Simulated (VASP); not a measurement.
# ZnS (P1) in VASP: further runs

ZnS is run at these levels: r2SCAN; tasks: single point.

All numbers are computed with VASP 6.6.1; they aren't measurements. Logs are shortened: lines on timing, memory, paths and dates and some standing lists are left out, and cuts for length are marked.

## (1) The cell of the first run

The typed cell holds 4 atoms: a = 3.807 Å, b = 3.807 Å, c = 6.246 Å, α = 90.00°, β = 90.00°, γ = 120.00°.

## (2) Single point, r2SCAN (all Zn atoms moved +0.263 Å, as atom 1 along Cartesian [1 -1 0])

Input file POSCAR:

```
ZnS
1.0
    3.8067217484      0.0000000000      0.0000000000
   -1.9033608742      3.2967177392      0.0000000000
    0.0000000000      0.0000000000      6.2457351519
Zn S
2 2
Direct
    0.3539417095      0.6103635359      0.0053880718
    0.6872750428      0.2770302025      0.5053880718
    0.3333333333      0.6666666667      0.3796119282
    0.6666666667      0.3333333333      0.8796119282
```

Input file INCAR.step1:

```
  PREC = Accurate
  ENCUT = 520
  ISMEAR = 0
  SIGMA = 0.05
  LREAL = False
  LASPH = True
  NELM = 80
  NBANDS = 26
  GGA = PE
  ALGO = Normal
  EDIFF = 1E-4
  LWAVE = True
  LCHARG = False
```

Input file INCAR.step2:

```
  PREC = Accurate
  ENCUT = 520
  EDIFF = 1E-7
  ISMEAR = 0
  SIGMA = 0.05
  LREAL = False
  LASPH = True
  NELM = 80
  ALGO = Normal
  ISIF = 2
  LWAVE = False
  LCHARG = False
  METAGGA = R2SCAN
  LMIXTAU = True
  NBANDS = 26
  ISTART = 1
```

Input file KPOINTS:

```
regular mesh
0
Gamma
  6 6 4
```

Potentials or basis: VASP PAW PBE potentials, release 64 (Zn, S).

Run with:

```sh
$ cat potpaw_PBE.64/Zn/POTCAR potpaw_PBE.64/S/POTCAR > POTCAR
$ cp INCAR.step1 INCAR
$ mpirun -np 1 vasp_std > vasp.out
$ cp INCAR.step2 INCAR
$ mpirun -np 1 vasp_std > vasp.out
```

OUTCAR:

```text
PREC = Accurate
   ENCUT = 520
   EDIFF = 1E-7
   ISMEAR = 0
   LREAL = False
   LASPH = True
   NELM = 80
   ISIF = 2
   METAGGA = R2SCAN
   ISTART = 1

 ion  position               nearest neighbor table
   1  0.354  0.610  0.005-   4 2.10   3 2.35   4 2.41   4 2.52
   2  0.687  0.277  0.505-   3 2.17   3 2.28   4 2.35   3 2.58
   3  0.333  0.667  0.380-   2 2.17   2 2.28   1 2.35   2 2.58
   4  0.667  0.333  0.880-   1 2.10   2 2.35   1 2.41   1 2.52

  LATTYP: Found a hexagonal cell.
 ALAT       =     3.8067217484
 C/A-ratio  =     1.6407122886

  Lattice vectors:

 A1 = (   3.8067217484,   0.0000000000,   0.0000000000)
 A2 = (  -1.9033608742,   3.2967177392,   0.0000000000)
 A3 = (   0.0000000000,   0.0000000000,   6.2457351519)

Analysis of symmetry for initial positions (statically):
=====================================================================
 Subroutine PRICEL returns:
 Original cell was already a primitive cell.

 Routine SETGRP: Setting up the symmetry group for a
 hexagonal supercell.

 Subroutine GETGRP returns: Found  1 space group operations
 (whereof  1 operations were pure point group operations)
 out of a pool of 24 trial point group operations.

The static configuration has the point symmetry C_1 .

Analysis of symmetry for dynamics (positions and initial velocities):
=====================================================================
 Subroutine PRICEL returns:
 Original cell was already a primitive cell.

 Routine SETGRP: Setting up the symmetry group for a
 hexagonal supercell.

 Subroutine GETGRP returns: Found  1 space group operations
 (whereof  1 operations were pure point group operations)
 out of a pool of 24 trial point group operations.

The dynamic configuration has the point symmetry C_1 .

 Subroutine INISYM returns: Found  1 space group operations
 (whereof  1 operations are pure point group operations),
 and found     1 'primitive' translations

----------------------------------------------------------------------------------------

                                     Primitive cell

  volume of cell :      78.3820

  direct lattice vectors                    reciprocal lattice vectors
     3.806721748  0.000000000  0.000000000     0.262693222  0.151666002  0.000000000
    -1.903360874  3.296717739  0.000000000     0.000000000  0.303332004  0.000000000
[... 87 lines left out ...]
   ENCUT  =  520.0 eV  38.22 Ry    6.18 a.u.   7.08  7.08 11.61*2*pi/ulx,y,z
   NELM   =     80;   NELMIN=  2; NELMDL=  0     # of ELM steps
   EDIFF  = 0.1E-06   stopping-criterion for ELM
   LREAL  =      F    real-space projection
   EDIFFG = 0.1E-05   stopping-criterion for IOM
   NSW    =      0    number of steps for IOM
   IBRION =     -1    ionic relax: 0-MD 1-quasi-New 2-CG
   NFREE  =      0    steps in history (QN), initial steepest desc. (CG)
   ISIF   =      2    stress and relaxation
   ISYM   =      2    0-nonsym 1-usesym 2-fastsym
   POTIM  = 0.5000    time-step for ionic-motion
   TEBEG  =    0.0;   TEEND  =   0.0 temperature during run
   PSTRESS=    0.0 pullay stress
   NELECT =      36.0000    total number of electrons
   NUPDOWN=      -1.0000    fix difference up-down
   EMIN   =  10.00;   EMAX   =-10.00  energy-range for DOS
   EFERMI =   0.00;   METHOD = LEGACY
   ISMEAR =     0;   SIGMA  =   0.05  broadening in eV -4-tet -1-fermi 0-gaus
   EFERMI_NEDOS =   21; number of points for ismear=-14 and -15
   IALGO  =     38    algorithm
   IMIX   =      4    mixing-type and parameters
     AMIX     =   0.40;   BMIX     =  1.00
     AMIX_MAG =   1.60;   BMIX_MAG =  1.00
  volume/ion in A,a.u.               =      19.60       132.24
  Fermi-wavevector in a.u.,A,eV,Ry     =   1.263097  2.386908 21.706940  1.595415
  Thomas-Fermi vector in A             =   2.396472
   LORBIT       =      0    0 simple, 1 ext, 2 COOP (PROOUT), +10 PAW based schemes
   METAGGA = R2SCAN    functional components
   LHFCALC =     F    Hartree Fock is set to
   AEXX    =    0.0000 exact exchange contribution
   IVDW    =     0    specifies the selected vdW correction
   LEPSILON=     F    determine dielectric tensor
   LRPA    =     F    only Hartree local field effects (RPA)
 non-spin polarized calculation
 Gauss-broadening in eV      SIGMA  =   0.05
  energy-cutoff  :      520.00
  volume of cell :       78.38
 maximum number of plane-waves:      2130
   NGX = 15   NGY = 15   NGZ = 23

 number of electron      36.0000008 magnetization

 Free energy of the ion-electron system (eV)
  ---------------------------------------------------
  ext. energy  EPLUGINS =         0.00000000
  ---------------------------------------------------
  free energy    TOTEN  =       -37.28097780 eV

  energy without entropy =      -37.28097780  energy(sigma->0) =      -37.28097780

 E-fermi :   2.1910     XC(G=0): -10.3031

 val. band max:        1.9890715549   @ k =   0.0000   0.0000   0.0000
 cond. band min:       4.7228867451   @ k =   0.0000   0.0000   0.0000
 fundamental gap:      2.7338151902
 Fermi energy:         2.1909904755

 k-point     1 :       0.0000    0.0000    0.0000
  band No.  band energies     occupation
      1     -11.9023      2.00000
      2     -10.9520      2.00000
      3      -4.9034      2.00000
      4      -4.8191      2.00000
      5      -4.7265      2.00000
      6      -4.6103      2.00000
[... 685 lines left out ...]
     25      10.8191      0.00000
     26      10.8838      0.00000

 [... further k-points ...]

------------------------ aborting loop because EDIFF is reached ----------------------------------------

  FORCE on cell =-STRESS in cart. coord.  units (eV):
  Direction    XX          YY          ZZ          XY          YZ          ZX
  --------------------------------------------------------------------------------------
  -------------------------------------------------------------------------------------
  Total        1.8132226      1.6814941      0.3134016     -0.8134018      1.5310924     -1.5412997
  in kB       37.0633995     34.3707858      6.4061247    -16.6264382     31.2964823    -31.5051263
  external PRESSURE =      25.9467700 kB  Pullay stress =       0.0000000 kB

 VOLUME and BASIS-vectors are now :
 -----------------------------------------------------------------------------
  energy-cutoff  :      520.00
  volume of cell :       78.38
      direct lattice vectors                 reciprocal lattice vectors
     3.806721748  0.000000000  0.000000000     0.262693222  0.151666002  0.000000000
    -1.903360874  3.296717739  0.000000000     0.000000000  0.303332004  0.000000000
     0.000000000  0.000000000  6.245735152     0.000000000  0.000000000  0.160109255

 POSITION                                       TOTAL-FORCE (eV/Angst)
 -----------------------------------------------------------------------------------
      0.18562      2.01220      0.03365        -1.938371      1.251512      0.592142
      2.08898      0.91329      3.15652        -0.572960      1.243096      0.404202
     -0.00000      2.19781      2.37096         0.517455     -1.238746     -0.416249
      1.90336      1.09891      5.49382         1.993876     -1.255863     -0.580095
 -----------------------------------------------------------------------------------
    total drift:                               -0.012257      0.004744      0.012552

  FREE ENERGIE OF THE ION-ELECTRON SYSTEM (eV)
  ---------------------------------------------------
  free  energy   TOTEN  =       -37.2809777973 eV

  energy  without entropy=      -37.2809777973  energy(sigma->0) =      -37.28097780
```

OUTCAR.step1:

```text
PREC = Accurate
   ENCUT = 520
   ISMEAR = 0
   LREAL = False
   LASPH = True
[... 924 lines left out ...]
      0.18562      2.01220      0.03365        -1.936265      1.259136      0.578624
      2.08898      0.91329      3.15652        -0.577406      1.240770      0.399231
     -0.00000      2.19781      2.37096         0.527360     -1.241442     -0.409573
      1.90336      1.09891      5.49382         1.986312     -1.258465     -0.568281
 -----------------------------------------------------------------------------------
    total drift:                               -0.001387      0.002664     -0.001245

  FREE ENERGIE OF THE ION-ELECTRON SYSTEM (eV)
  ---------------------------------------------------
  free  energy   TOTEN  =       -13.2301459769 eV

  energy  without entropy=      -13.2301459769  energy(sigma->0) =      -13.23014598
```

Run time: 7.5 min. Hardware: 1 thread of Intel Xeon Platinum 8259CL at 2.50GHz (Skylake/Cascade Lake), shared host; peak memory 0.28 GiB.

What came out:

```
Free energy            : -37.2810 eV
Pressure               : 2.6 GPa
Largest force          : 2.427 eV/Å
Band gap on the k mesh : 2.73 eV, direct
```

Forces in eV/Å, atoms in the order of the input:
```
Zn  -1.938  1.252  0.592
Zn  -0.573  1.243  0.404
S    0.517 -1.239 -0.416
S    1.994 -1.256 -0.580
```

Stress tensor (GPa, compression positive):
```
 3.71 -1.66 -3.15
-1.66  3.44  3.13
-3.15  3.13  0.64
```

Caveat: the cell differs from its parent crystal (all Zn atoms moved +0.263 Å, as atom 1 along Cartesian [1 -1 0]); the PAW data sets were made with another functional, which shifts forces and pressure a little.

## (3) Single point, r2SCAN (all Zn atoms moved +0.188 Å, as atom 1 along Cartesian [1 -1 0])

Changes to POSCAR since step 2:

```diff
@@ -8,4 +8,4 @@
 Direct
-    0.3539417095      0.6103635359      0.0053880718
-    0.6872750428      0.2770302025      0.5053880718
+    0.3480536020      0.6264501447      0.0053880718
+    0.6813869354      0.2931168113      0.5053880718
     0.3333333333      0.6666666667      0.3796119282
```

Input file INCAR.step1:

```
SYSTEM = ZnS
  PREC = Accurate
  ENCUT = 520
  ISMEAR = 0
  SIGMA = 0.05
  LREAL = .FALSE.
  LASPH = .TRUE.
  NELM = 100
  NBANDS = 26
  GGA = PE
  ALGO = Normal
  EDIFF = 1E-4
  LWAVE = .TRUE.
  LCHARG = .FALSE.
```

Input file INCAR.step2:

```
SYSTEM = ZnS
  PREC = Accurate
  ENCUT = 520
  EDIFF = 1E-7
  ISMEAR = 0
  SIGMA = 0.05
  LREAL = .FALSE.
  LASPH = .TRUE.
  NELM = 100
  ALGO = Normal
  ISIF = 2
  LWAVE = .FALSE.
  LCHARG = .FALSE.
  METAGGA = R2SCAN
  LMIXTAU = .TRUE.
  NBANDS = 26
  ISTART = 1
```

Input file KPOINTS:

```
regular mesh
0
G
  6 6 4
  0 0 0
```

Potentials or basis: VASP PAW PBE potentials, release 64 (Zn, S).

Run with:

```sh
$ cat potpaw_PBE.64/Zn/POTCAR potpaw_PBE.64/S/POTCAR > POTCAR
$ cp INCAR.step1 INCAR
$ mpirun -np 1 vasp_std > vasp.out
$ cp INCAR.step2 INCAR
$ mpirun -np 1 vasp_std > vasp.out
```

Run time: 7 min. Hardware: 1 thread of Intel Xeon Platinum 8259CL at 2.50GHz (Skylake/Cascade Lake), shared host; peak memory 0.28 GiB.

It converged, with:

```yaml
Free_energy: -37.5027 eV
Pressure: 1.3 GPa
Largest_force: 1.506 eV/Å
Band_gap_on_the_k_mesh: 2.74 eV, direct
```

Forces in eV/Å, atoms in the order of the input:
```
Zn  -1.191  0.857  0.284
Zn  -0.496  0.841  0.218
S    0.477 -0.847 -0.222
S    1.211 -0.851 -0.280
```

Stress tensor (GPa, compression positive):
```
 1.85 -0.86 -2.10
-0.86  1.79  2.09
-2.10  2.09  0.30
```

Levels at points of the mesh, in eV from the valence-band top:
```tsv
k point	band 15	band 16	band 17	band 18	band 19	band 20	band 21	band 22
(0.00, 0.00, 0.00)	-1.02	-0.17	-0.03	0.00	2.74	3.56	6.70	6.76
(0.50, 0.00, 0.00)	-3.45	-2.23	-1.87	-0.86	3.91	4.70	5.28	7.37
(0.00, 0.50, 0.00)	-3.41	-2.30	-1.84	-0.91	3.91	4.75	5.32	7.34
(0.50, 0.50, 0.00)	-3.37	-2.37	-1.81	-0.97	3.91	4.78	5.38	7.32
(0.00, 0.00, 0.50)	-0.81	-0.79	-0.30	-0.29	4.07	4.08	6.78	6.78
(0.50, 0.00, 0.50)	-1.98	-1.95	-1.46	-1.43	3.80	3.95	5.44	5.62
(0.00, 0.50, 0.50)	-1.95	-1.88	-1.55	-1.48	3.68	4.10	5.31	5.81
(0.50, 0.50, 0.50)	-1.87	-1.80	-1.66	-1.57	3.62	4.18	5.25	5.93
```

Caveat: the cell differs from its parent crystal (all Zn atoms moved +0.188 Å, as atom 1 along Cartesian [1 -1 0]); the PAW data sets were made with another functional, which shifts forces and pressure a little.
